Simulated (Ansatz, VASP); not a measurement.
Two plane-wave programs on Ca

```
CELL_PARAMETERS angstrom
0.00000 2.79420 2.79420
2.76626 0.00000 2.79420
2.76626 2.79420 0.00000
ATOMIC_POSITIONS crystal
Ca 0.00000 0.00000 0.00000
```

Change from the starting cell: strain -0.0100 x Voigt [1, 0, 0, 0, 0, 0], atoms carried along.

Alike in both runs: task single point; functional PBE; k mesh 14 × 14 × 14; occupations gaussian, width 0.15 eV; no spin polarisation.

|  | VASP | Ansatz |
| --- | --- | --- |
| version | VASP 6.6.1 | Ansatz 0.2.0 |
| potentials or method | VASP PAW PBE potentials, release 64 (Ca_sv), cutoff 520 eV | scalar-relativistic, plane waves, PAW |
| valence electrons in the cell | 10 | 10 |

```tsv
	VASP	Ansatz	Ansatz less VASP
gap on the k mesh at the Fermi level (eV)	none	none	-
pressure (GPa)	-0.4	-0.4	0.00
```

A gap of «none» marks a metal or a gap that the smearing closes.
